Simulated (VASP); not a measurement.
Runs of VASP 6.6.1 on Al2Cu. The structure is that of space group I4/mmm (No. 139), or close to it. The cells are those of the table. 

```csv
cell,further INCAR settings,gap on the mesh (eV),pressure (GPa)
"a = 4.152 Å, angles 117.8, 117.8, 93.9°, 3 atoms",ALGO = Fast; EDIFF = 1e-06; NBANDS = 16,none,(b)
"a = 4.057 Å, angles 116.2, 116.2, 96.8°, 3 atoms",ALGO = Fast; EDIFF = 1e-06; NBANDS = 16,none,(a)
"a = 4.039 Å, angles 117.4, 117.4, 94.5°, 3 atoms",ALGO = Fast; EDIFF = 1e-06; NBANDS = 16,none,-4.7
"a = 4.088 Å, angles 116.7, 116.7, 95.8°, 3 atoms",ALGO = Fast; EDIFF = 1e-06; NBANDS = 16,none,-7.8
"a = 4.217 Å, angles 118.9, 118.9, 92.0°, 3 atoms",ALGO = Fast; EDIFF = 1e-06; NBANDS = 16,none,-12.4
"a = 4.120 Å, angles 117.3, 117.3, 94.8°, 3 atoms",ALGO = Fast; EDIFF = 1e-06; NBANDS = 16,none,-9.3
"a = 4.185 Å, angles 118.3, 118.3, 92.9°, 3 atoms",ALGO = Fast; EDIFF = 1e-06; NBANDS = 16,none,-11.5
"a = 4.104 Å, angles 118.5, 118.5, 92.6°, 3 atoms",ALGO = Fast; EDIFF = 1e-07; NBANDS = 16,none,-7.7
```

Alike in all rows: task single point; level LDA; potentials or basis VASP PAW LDA potentials, release 64 (Al, Cu); no spin polarisation; k mesh 14 × 14 × 14; cutoff (eV) 520; smearing gaussian 0.15 eV.

Question: Fill in the values left out.

Answer: (a) -6.3; (b) -10.4.

Caveats: the cell stands under tension (at least some runs); the stress differs along the axes, from -12 to -7 GPa (at least some runs); the stress differs along the axes, from -10 to 2 GPa (at least some runs); the stress differs along the axes, from -8 to 1 GPa (at least some runs); the stress differs along the axes, from -11 to -2 GPa (at least some runs); the stress differs along the axes, from -12 to -4 GPa (at least some runs).

A gap of «none» marks levels without a gap at the run's occupations.
